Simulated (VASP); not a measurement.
# SiC (F-43m) in VASP: a series of runs

The runs below take SiC through single point, relaxation of cell and atoms, with PBE, PBEsol, BLYP+D4.

Everything below comes from runs of VASP 6.6.1. Logs are shortened: lines on timing, memory, paths and dates and some standing lists are left out, and cuts for length are marked.

**The experiment to reproduce.**

“Insight into the structural, elastic and electronic properties of a new orthorhombic 6O-SiC polytype”, 2020, pmc:7200658 quotes, for a bulk crystal of SiC: band gap 2.4 eV (indirect).

How close the calculation comes is told below.

## 1. The cell of the first run

Symmetry: F-43m, No. 216, cubic system. Conventional cell: a = 4.358 Å, b = 4.358 Å, c = 4.358 Å, α = 90.00°, β = 90.00°, γ = 90.00°. Within 2.5 Å of Si (site symmetry -43m) lie 4 C at 1.89 Å. C (site symmetry -43m) has 4 Si at 1.89 Å within 2.5 Å.

## 2. Single point, PBE

The input, INCAR:

```
SYSTEM = SiC
PREC = Accurate ; ENCUT = 600
EDIFF = 1E-6 ; ISMEAR = -1
SIGMA = 0.03 ; LREAL = .FALSE.
LASPH = .TRUE. ; NELM = 120
ALGO = Normal ; ISIF = 2
LWAVE = .FALSE. ; LCHARG = .FALSE.
GGA = PE ; NBANDS = 11
GGA_COMPAT = .FALSE.
```

The input, KPOINTS:

```
regular mesh
0
G
  4 4 4
  0 0 0
```

The input, POSCAR:

```
SiC
1.0
    0.0000000000      2.1790000000      2.1790000000
    2.1790000000      0.0000000000      2.1790000000
    2.1790000000      2.1790000000      0.0000000000
Si C
1 1
Direct
    0.0000000000      0.0000000000      0.0000000000
    0.7500000000      0.7500000000      0.7500000000
```

Potentials or basis: VASP PAW PBE potentials, release 64 (Si, C).

Command:

```bash
cat potpaw_PBE.64/Si/POTCAR potpaw_PBE.64/C/POTCAR > POTCAR
mpirun -np 1 vasp_std > vasp.out
```

OUTCAR:

```text
SYSTEM = SiC
   PREC = Accurate
   ENCUT = 600
   EDIFF = 1E-6
   ISMEAR = -1
   LREAL = .FALSE.
   LASPH = .TRUE.
   NELM = 120
   ISIF = 2
   GGA = PE

 ion  position               nearest neighbor table
   1  0.000  0.000  0.000-   2 1.89   2 1.89   2 1.89   2 1.89
   2  0.750  0.750  0.750-   1 1.89   1 1.89   1 1.89   1 1.89

  LATTYP: Found a face centered cubic cell.
 ALAT       =     4.3580000000

  Lattice vectors:

 A1 = (   0.0000000000,   2.1790000000,   2.1790000000)
 A2 = (   2.1790000000,   0.0000000000,   2.1790000000)
 A3 = (   2.1790000000,   2.1790000000,   0.0000000000)

Analysis of symmetry for initial positions (statically):
=====================================================================
 Subroutine PRICEL returns:
 Original cell was already a primitive cell.

 Routine SETGRP: Setting up the symmetry group for a
 face centered cubic supercell.

 Subroutine GETGRP returns: Found 24 space group operations
 (whereof 24 operations were pure point group operations)
 out of a pool of 48 trial point group operations.

The static configuration has the point symmetry T_d .

Analysis of symmetry for dynamics (positions and initial velocities):
=====================================================================
 Subroutine PRICEL returns:
 Original cell was already a primitive cell.

 Routine SETGRP: Setting up the symmetry group for a
 face centered cubic supercell.

 Subroutine GETGRP returns: Found 24 space group operations
 (whereof 24 operations were pure point group operations)
 out of a pool of 48 trial point group operations.

The dynamic configuration has the point symmetry T_d .

 Subroutine INISYM returns: Found 24 space group operations
 (whereof 24 operations are pure point group operations),
 and found     1 'primitive' translations

----------------------------------------------------------------------------------------

                                     Primitive cell

  volume of cell :      20.6920

  direct lattice vectors                    reciprocal lattice vectors
     0.000000000  2.179000000  2.179000000    -0.229463056  0.229463056  0.229463056
     2.179000000  0.000000000  2.179000000     0.229463056 -0.229463056  0.229463056
     2.179000000  2.179000000  0.000000000     0.229463056  0.229463056 -0.229463056

  length of vectors
     3.081571352  3.081571352  3.081571352     0.397441672  0.397441672  0.397441672

[... 69 lines left out ...]
   ISIF   =      2    stress and relaxation
   ISYM   =      2    0-nonsym 1-usesym 2-fastsym
   POTIM  = 0.5000    time-step for ionic-motion
   TEBEG  =    0.0;   TEEND  =   0.0 temperature during run
   PSTRESS=    0.0 pullay stress
   NELECT =       8.0000    total number of electrons
   NUPDOWN=      -1.0000    fix difference up-down
   EMIN   =  10.00;   EMAX   =-10.00  energy-range for DOS
   EFERMI =   0.00;   METHOD = LEGACY
   ISMEAR =    -1;   SIGMA  =   0.03  broadening in eV -4-tet -1-fermi 0-gaus
   EFERMI_NEDOS =   21; number of points for ismear=-14 and -15
   IALGO  =     38    algorithm
   IMIX   =      4    mixing-type and parameters
     AMIX     =   0.40;   BMIX     =  1.00
     AMIX_MAG =   1.60;   BMIX_MAG =  1.00
  volume/ion in A,a.u.               =      10.35        69.82
  Fermi-wavevector in a.u.,A,eV,Ry     =   1.192626  2.253736 19.352338  1.422357
  Thomas-Fermi vector in A             =   2.328660
   LORBIT       =      0    0 simple, 1 ext, 2 COOP (PROOUT), +10 PAW based schemes
   GGA     = PE    functional components
   LHFCALC =     F    Hartree Fock is set to
   AEXX    =    0.0000 exact exchange contribution
   IVDW    =     0    specifies the selected vdW correction
   LEPSILON=     F    determine dielectric tensor
   LRPA    =     F    only Hartree local field effects (RPA)
 non-spin polarized calculation
  energy-cutoff  :      600.00
  volume of cell :       20.69
 maximum number of plane-waves:       701
 NGX is ok and might be reduce to    28
   NGX = 13   NGY = 13   NGZ = 13

 number of electron       8.0000000 magnetization

 Free energy of the ion-electron system (eV)
  ---------------------------------------------------
  ext. energy  EPLUGINS =         0.00000000
  ---------------------------------------------------
  free energy    TOTEN  =       -14.93334666 eV

  energy without entropy =      -14.93334666  energy(sigma->0) =      -14.93334666

 E-fermi :   8.8350     XC(G=0): -11.3406

 val. band max:        8.1644946866   @ k =   0.0000   0.0000   0.0000
 cond. band min:       9.4747098273   @ k =   0.5000   0.5000   0.0000
 fundamental gap:      1.3102151407
 Fermi energy:         8.8349682840

 k-point     1 :       0.0000    0.0000    0.0000
  band No.  band energies     occupation
      1      -7.2649      2.00000
      2       8.1645      2.00000
      3       8.1645      2.00000
      4       8.1645      2.00000
      5      14.3881      0.00000
      6      15.4224      0.00000
      7      15.4224      0.00000
      8      15.4224      0.00000
      9      22.6221      0.00000
     10      22.6221      0.00000
     11      24.6030      0.00000
[... 85 lines left out ...]
 k-point     8 :      -0.2500    0.5000    0.2500
  band No.  band energies     occupation
      1      -1.9950      2.00000
      2       1.1138      2.00000
      3       3.1536      2.00000
      4       3.4479      2.00000
      5      13.3474      0.00000
      6      17.5671      0.00000
      7      17.6077      0.00000
      8      17.8968      0.00000
      9      22.3769      0.00000
     10      25.5744      0.00000
     11      29.2014      0.00000

------------------------ aborting loop because EDIFF is reached ----------------------------------------

  FORCE on cell =-STRESS in cart. coord.  units (eV):
  Direction    XX          YY          ZZ          XY          YZ          ZX
  --------------------------------------------------------------------------------------
  -------------------------------------------------------------------------------------
  Total        0.4484769      0.4484769      0.4484769     -0.0000000      0.0000000     -0.0000000
  in kB       34.7255384     34.7255384     34.7255384     -0.0000000      0.0000000     -0.0000000
  external PRESSURE =      34.7255384 kB  Pullay stress =       0.0000000 kB

 VOLUME and BASIS-vectors are now :
 -----------------------------------------------------------------------------
  energy-cutoff  :      600.00
  volume of cell :       20.69
      direct lattice vectors                 reciprocal lattice vectors
     0.000000000  2.179000000  2.179000000    -0.229463056  0.229463056  0.229463056
     2.179000000  0.000000000  2.179000000     0.229463056 -0.229463056  0.229463056
     2.179000000  2.179000000  0.000000000     0.229463056  0.229463056 -0.229463056

 POSITION                                       TOTAL-FORCE (eV/Angst)
 -----------------------------------------------------------------------------------
      0.00000      0.00000      0.00000        -0.000000     -0.000000     -0.000000
      3.26850      3.26850      3.26850         0.000000      0.000000      0.000000
 -----------------------------------------------------------------------------------
    total drift:                                0.000000      0.000000      0.000000

  FREE ENERGIE OF THE ION-ELECTRON SYSTEM (eV)
  ---------------------------------------------------
  free  energy   TOTEN  =       -14.9333466596 eV

  energy  without entropy=      -14.9333466595  energy(sigma->0) =      -14.93334666
```

OSZICAR:

```text
N       E                     dE             d eps       ncg     rms          rms(c)
DAV:   1     0.387303720693E+01    0.38730E+01   -0.44199E+03   184   0.701E+02
DAV:   2    -0.162474202086E+02   -0.20120E+02   -0.19579E+02   227   0.115E+02
DAV:   3    -0.168571469019E+02   -0.60973E+00   -0.60852E+00   212   0.158E+01
DAV:   4    -0.168595500636E+02   -0.24032E-02   -0.24028E-02   211   0.125E+00
DAV:   5    -0.168595591618E+02   -0.90981E-05   -0.90981E-05   209   0.740E-02    0.888E+00
DAV:   6    -0.149976190185E+02    0.18619E+01   -0.64675E+00   191   0.116E+01    0.394E+00
DAV:   7    -0.149407796133E+02    0.56839E-01   -0.43456E-01   212   0.374E+00    0.179E+00
DAV:   8    -0.149331071413E+02    0.76725E-02   -0.23120E-02   197   0.100E+00    0.170E-01
DAV:   9    -0.149332106057E+02   -0.10346E-03   -0.19685E-03   222   0.247E-01    0.117E-01
DAV:  10    -0.149333422097E+02   -0.13160E-03   -0.25718E-04   203   0.994E-02    0.280E-02
DAV:  11    -0.149333460911E+02   -0.38814E-05   -0.40287E-05   203   0.341E-02    0.602E-03
DAV:  12    -0.149333466596E+02   -0.56851E-06   -0.14111E-06   149   0.805E-03
   1 F= -.14933347E+02 E0= -.14933347E+02  d E =-.473289E-10
```

Run time: 4.5 s. Hardware: 1 thread of Intel Xeon 8259CL, shared host; peak memory 0.15 GiB.

What came out:

```yaml
Free_energy: -14.9333 eV
Pressure: 3.5 GPa
Band_gap_on_the_k_mesh: 1.31 eV (least direct gap 4.51 eV)
```

Caveat: the k points lie up to 0.62 Å⁻¹ apart. PBE gaps usually lie below the measured ones, often by a third to a half.

## 3. Single point, PBEsol

The input, INCAR:

```
ALGO     = Normal         # electronic algorithm
EDIFF    = 1E-6           # SCF threshold, eV
ENCUT    = 600            # plane-wave cutoff, eV
GGA      = PS             # functional
GGA_COMPAT= F            
ISIF     = 2              # what is computed and relaxed
ISMEAR   = -1             # smearing method
LASPH    = T              # aspherical terms in the spheres
LCHARG   = F              # write CHGCAR
LREAL    = F              # projectors in reciprocal space
LWAVE    = F              # write WAVECAR
NBANDS   = 11             # bands
NELM     = 120            # most SCF steps
PREC     = Accurate       # precision mode
SIGMA    = 0.05           # smearing width, eV
```

The input, KPOINTS:

```
k-points
0
Gamma
  10 10 10
```

The input, POSCAR:

```
SiC
1.0
    0.0000000000      2.1782474651      2.1782474651
    2.1782474651      0.0000000000      2.1782474651
    2.1782474651      2.1782474651      0.0000000000
Si C
1 1
Direct
    0.0000000000      0.0000000000      0.0000000000
    0.7500000000      0.7500000000      0.7500000000
```

Potentials or basis: VASP PAW PBE potentials, release 64 (Si, C).

Command:

```bash
cat potpaw_PBE.64/Si/POTCAR potpaw_PBE.64/C/POTCAR > POTCAR
mpirun -np 1 vasp_std > vasp.out
```

Run time: 16 s. Hardware: 1 thread of Intel Xeon 8259CL, shared host; peak memory 0.15 GiB.

The run converged. Its results:

```yaml
Free_energy: -15.9161 eV
Pressure: 0.3 GPa
Band_gap_on_the_k_mesh: 1.23 eV (least direct gap 4.44 eV)
```

Levels at points of the mesh, in eV from the valence-band top:
| k point | band 1 | band 2 | band 3 | band 4 | band 5 | band 6 | band 7 | band 8 |
| --- | --- | --- | --- | --- | --- | --- | --- | --- |
| (0.00, 0.00, 0.00) | -15.43 | 0.00 | 0.00 | 0.00 | 6.20 | 7.25 | 7.25 | 7.25 |
| (0.50, 0.00, 0.00) | -11.82 | -8.60 | -1.06 | -1.06 | 5.38 | 7.14 | 7.14 | 9.92 |
| (0.50, 0.50, 0.00) | -10.36 | -7.84 | -3.21 | -3.21 | 1.23 | 4.20 | 13.97 | 13.97 |

Caveat: the PAW data sets were made with another functional, which shifts forces and pressure a little.

## 4. Single point, BLYP+D4

This run uses another cell than the first one, of 10.31 Å³/atom.

The input, INCAR:

```
PREC = Accurate
ENCUT = 600
EDIFF = 1E-6
ISMEAR = -1
SIGMA = 0.05
LREAL = F
LASPH = T
NELM = 120
ALGO = Normal
ISIF = 2
LWAVE = F
LCHARG = F
GGA = B5
ALDAX = 1.0
AGGAX = 1.0
AGGAC = 1.0
ALDAC = 0.0
IVDW = 13
VDW_S6 = 1.0
VDW_S8 = 2.34076671
VDW_A1 = 0.44488865
VDW_A2 = 4.0933009
NBANDS = 11
GGA_COMPAT = F
```

The input, KPOINTS:

```
Automatic mesh
0
Gamma
  10 10 10
```

The input, POSCAR:

```
SiC
1.0
    0.0000000000      2.1761257116      2.1761257116
    2.1761257116      0.0000000000      2.1761257116
    2.1761257116      2.1761257116      0.0000000000
Si C
1 1
Direct
    0.0000000000      0.0000000000      0.0000000000
    0.7500000000      0.7500000000      0.7500000000
```

Command:

```bash
cat potpaw_PBE.64/Si/POTCAR potpaw_PBE.64/C/POTCAR > POTCAR
mpirun -np 1 vasp_std > vasp.out
```

Run time: 26 s. Hardware: 1 thread of Intel Xeon 8259CL, shared host; peak memory 0.15 GiB.

The run converged. Its results:

* Free energy: -14.9290 eV
* Pressure: 0.4 GPa
* Band gap on the k mesh: 1.70 eV (least direct gap 4.84 eV)
* Dispersion energy per atom: -0.643 eV

Levels at points of the mesh, in eV from the valence-band top:
```csv
k point,band 1,band 2,band 3,band 4,band 5,band 6,band 7,band 8
"(0.00, 0.00, 0.00)",-15.30,0.00,0.00,0.00,6.47,7.42,7.42,7.42
"(0.50, 0.00, 0.00)",-11.78,-8.40,-1.05,-1.05,5.60,7.42,7.42,10.37
"(0.50, 0.50, 0.00)",-10.33,-7.73,-3.14,-3.14,1.70,4.56,14.13,14.13
```

Caveat: the PAW data sets were made with another functional, which shifts forces and pressure a little.

(Part 1 of 2 ends here.)
